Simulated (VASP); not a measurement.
Here is a VASP 6.6.1 calculation.

INCAR

```
PREC = Accurate ; ENCUT = 520
EDIFF = 1E-6 ; ISMEAR = -1
SIGMA = 0.05 ; LREAL = False
LASPH = True ; NELM = 80
ALGO = Normal ; ISIF = 2
LWAVE = False ; LCHARG = False
GGA = PS ; NBANDS = 10
```

File KPOINTS:

```
Automatic mesh
0
Gamma
  12 12 12
```

Contents of POSCAR:

```
Na
1.0
   -2.0751500000      2.1175000000      2.1175000000
    2.1175000000     -2.0751500000      2.1175000000
    2.1175000000      2.1175000000     -2.0751500000
Na
1
Direct
    0.0000000000      0.0000000000      0.0000000000
```

Potentials or basis: VASP PAW PBE potentials, release 64 (Na_pv).

Launch:

```bash
$ cat potpaw_PBE.64/Na_pv/POTCAR > POTCAR
$ mpirun -np 1 vasp_std > vasp.out
```

(1) Predict the pressure.

Answers

(1) -0.3 GPa.

Caveat: the cell differs from its parent crystal (equal xy, yz and zx shear strains of +2 %); the PAW data sets were made with another functional, which shifts forces and pressure a little.
